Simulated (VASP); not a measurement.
# Ti2InC6 (Fm-3m) in VASP: further runs, part 2 of 2

VASP 6.6.1. The steps go on from the part before.

## (4) Single point, PBE, collinear spin, ferromagnetic start

INCAR reads:

```
SYSTEM = Ti2InC6
  ALGO = Normal
  EDIFF = 1E-7
  ENCUT = 520
  GGA = PE
  ISIF = 2
  ISMEAR = 0
  ISPIN = 2
  LASPH = .TRUE.
  LCHARG = .FALSE.
  LMAXMIX = 4
  LORBIT = 11
  LREAL = .FALSE.
  LWAVE = .FALSE.
  MAGMOM = 1 1 0 0 0 0 0 0 0
  NBANDS = 44
  NELM = 150
  PREC = Accurate
  SIGMA = 0.1
```

KPOINTS reads:

```
k-points
0
G
  4 4 4
  0 0 0
```

POSCAR reads:

```
Ti2InC6
1.0
    0.0000000000      3.5120309564      3.5120309564
    3.5120309564      0.0000000000      3.5120309564
    3.5120309564      3.5120309564      0.0000000000
Ti In C
2 1 6
Direct
    0.2500000000      0.2500000000      0.2500000000
    0.7500000000      0.7500000000      0.7500000000
    0.0000000000      0.0000000000      0.0000000000
    0.6756784941      0.3243215059      0.3243215059
    0.3243215059      0.6756784941      0.6756784941
    0.3243215059      0.6756784941      0.3243215059
    0.6756784941      0.3243215059      0.6756784941
    0.3243215059      0.3243215059      0.6756784941
    0.6756784941      0.6756784941      0.3243215059
```

On the command line:

```bash
$ cat potpaw_PBE.64/Ti_sv/POTCAR potpaw_PBE.64/In_d/POTCAR potpaw_PBE.64/C/POTCAR > POTCAR
$ mpirun -np 1 vasp_std > vasp.out
```

It took 97 s on 1 thread of Intel Xeon Platinum 8488C (Sapphire Rapids), shared host; peak memory 0.3 GiB.

It converged, with:

```yaml
Free_energy: -57.2541 eV
Pressure: 0.1 GPa
Largest_force: 0.034 eV/Å
Net_moment: 0.00 μB per cell
Valence_electrons_inside_the_program's_atomic_spheres: Ti 10.20; In 11.65; C 2.32
```

Forces on the atoms (eV/Å):
```
Ti   0.000  0.000  0.000
Ti   0.000  0.000  0.000
In   0.000  0.000  0.000
C   -0.034  0.000  0.000
C    0.034  0.000  0.000
C    0.000 -0.034  0.000
C    0.000  0.034  0.000
C    0.000  0.000 -0.034
C    0.000  0.000  0.034
```

Levels at points of the mesh, in eV from the Fermi level:
Spin up:
```tsv
k point	band 29	band 30	band 31	band 32	band 33	band 34
(0.00, 0.00, 0.00)	0.07	0.24	0.24	0.24	0.46	0.46
(0.50, 0.00, 0.00)	-0.62	-0.30	-0.30	0.43	0.60	0.60
(0.50, 0.50, 0.00)	-1.42	-0.02	-0.02	0.13	0.17	0.18
```
Spin down:
```
           k point  band 28  band 29  band 30  band 31  band 32  band 33  band 34  band 35
(0.00, 0.00, 0.00)     0.07     0.07     0.24     0.24     0.24     0.46     0.46     0.94
(0.50, 0.00, 0.00)    -2.74    -0.62    -0.30    -0.30     0.43     0.60     0.60     0.72
(0.50, 0.50, 0.00)    -1.42    -1.42    -0.02    -0.02     0.13     0.17     0.18     0.43
```

Caveat: the k points lie up to 0.39 Å⁻¹ apart; spin-orbit coupling is left out, which moves the levels of the heavy elements.

## (5) Relaxation of cell and atoms, PBE

This run uses another cell than the first one, of 13.27 Å³/atom, 1.379 times its volume.

INCAR reads:

```
SYSTEM = Ti2InC6
PREC = Accurate ; ENCUT = 600
EDIFF = 1E-7 ; ISMEAR = 0
SIGMA = 0.1 ; LREAL = .FALSE.
LASPH = .TRUE. ; NELM = 60
ALGO = Normal ; ISIF = 3
LWAVE = .FALSE. ; LCHARG = .FALSE.
GGA = PE ; IBRION = 2
NSW = 90 ; EDIFFG = -0.04
```

KPOINTS reads:

```
Automatic mesh
0
G
  4 4 4
  0 0 0
```

POSCAR reads:

```
Ti2InC6
1.0
    0.0000000000      3.9088860500      3.9088860500
    3.9088860500      0.0000000000      3.9088860500
    3.9088860500      3.9088860500      0.0000000000
Ti In C
2 1 6
Direct
    0.2500000000      0.2500000000      0.2500000000
    0.7500000000      0.7500000000      0.7500000000
    0.0000000000      0.0000000000      0.0000000000
    0.7638577800      0.2361422200      0.2361422200
    0.2361422200      0.7638577800      0.7638577800
    0.2361422200      0.7638577800      0.2361422200
    0.7638577800      0.2361422200      0.7638577800
    0.2361422200      0.2361422200      0.7638577800
    0.7638577800      0.7638577800      0.2361422200
```

On the command line:

```bash
$ cat potpaw_PBE.64/Ti_sv/POTCAR potpaw_PBE.64/In_d/POTCAR potpaw_PBE.64/C/POTCAR > POTCAR
$ mpirun -np 1 vasp_std > vasp.out
```

It took 20 min on 1 thread of Intel Xeon Platinum 8488C (Sapphire Rapids), shared host; peak memory 0.38 GiB.

The run converged. Its results:

```
Free energy                            : -57.3028 eV
Relaxed volume                         : 9.63 Å³/atom
Relaxed cell                           : a = 4.967 Å, b = 4.967 Å, c = 4.967 Å, α = 60.00°, β = 60.00°, γ = 60.00°
Space group after relaxing (to 0.05 Å) : Fm-3m (No. 225)
Energy gained by relaxing              : 1852.2 meV/atom
Ionic steps                            : 21
Pressure after relaxing                : -0.2 GPa
Largest force after relaxing           : 0.017 eV/Å
```

Forces on the atoms (eV/Å):
```
Ti   0.000  0.000  0.000
Ti   0.000  0.000  0.000
In   0.000  0.000  0.000
C    0.017  0.000  0.000
C   -0.017  0.000  0.000
C    0.000  0.017  0.000
C    0.000 -0.017  0.000
C    0.000  0.000  0.017
C    0.000  0.000 -0.017
```

The path:
```csv
step,energy change (eV),largest force (eV/Å),pressure (GPa),volume (Å³)
1,0.0000,8.2385,14.37,119.45
2,-6.8332,1.2742,-27.04,141.23
3,-6.8940,1.5951,-24.65,137.13
4,-14.1693,2.0046,-20.55,103.64
5,299.3927,345.8114,2244.43,36.54
6,-9.2166,4.9579,-0.27,102.68
7,-10.6976,3.2303,102.30,64.03
8,-11.8379,5.9438,26.16,82.54
9,-12.3055,5.6036,53.98,72.89
10,-13.5377,2.6143,62.01,69.51
11,-13.5462,2.1860,63.64,69.17
12,-14.7502,1.7721,45.04,72.52
13,-16.4741,1.0079,7.23,82.98
14,-16.5700,0.8955,0.45,85.90
15,-16.5750,0.8692,-1.23,86.71
16,-16.6121,0.6909,-0.76,86.53
17,-16.6667,0.0891,1.08,85.97
18,-16.6670,0.0255,1.29,85.92
19,-16.6670,0.0446,1.23,85.93
20,-16.6688,0.0336,0.69,86.20
21,-16.6697,0.0168,-0.17,86.65
```

Final structure:
```
Ti In C
1.0
     0.00000    3.51224    3.51224
     3.51224    0.00000    3.51224
     3.51224    3.51224    0.00000
Ti In C
2 1 6
Direct
  0.25000 0.25000 0.25000
  0.75000 0.75000 0.75000
  0.00000 0.00000 0.00000
  0.67593 0.32407 0.32407
  0.32407 0.67593 0.67593
  0.32407 0.67593 0.32407
  0.67593 0.32407 0.67593
  0.32407 0.32407 0.67593
  0.67593 0.67593 0.32407
```

Levels at points of the mesh, in eV from the Fermi level:
```csv
k point,band 28,band 29,band 30,band 31,band 32,band 33,band 34,band 35
"(0.00, 0.00, 0.00)",0.07,0.07,0.24,0.24,0.24,0.46,0.46,1.02
"(0.50, 0.00, 0.00)",-2.74,-0.62,-0.30,-0.30,0.43,0.60,0.60,0.72
"(0.50, 0.50, 0.00)",-1.42,-1.42,-0.02,-0.02,0.13,0.17,0.17,0.43
```

Caveat: the volume moved by over 15 % at a fixed basis, so the end points are rough; spin-orbit coupling is left out, which moves the levels of the heavy elements.

## (6) The runs side by side

```csv
task,spin,cell,cutoff (eV),gap on the mesh (eV),pressure (GPa),largest force (eV/Å)
single point,off,"a = 4.967 Å, angles 60.0°, 9 atoms",520,none,0.1,0.03
single point,off,"a = 5.528 Å, angles 60.0°, 9 atoms",520,none,14.4,8.24
single point,"collinear, ferromagnetic start","a = 4.967 Å, angles 60.0°, 9 atoms",520,none,0.1,0.03
relaxation of cell and atoms,off,"relaxed from a = 5.528 Å, angles 60.0°, 9 atoms",600,none,-0.2,0.02
```

Alike in all rows: level PBE; potentials or basis VASP PAW PBE potentials, release 64 (Ti_sv, In_d, C); k mesh 4 × 4 × 4; smearing gaussian 0.1 eV.

Caveats: some runs use coarse meshes; spin-orbit coupling is left out, which moves the levels of the heavy elements; forces of over 1 eV/Å act on the atoms, so gaps and moduli don't describe the material at rest (some runs); the volume moved by over 15 % at a fixed basis, so the end points are rough (some runs).

Absolute energies hang on the potentials; compare differences alone.
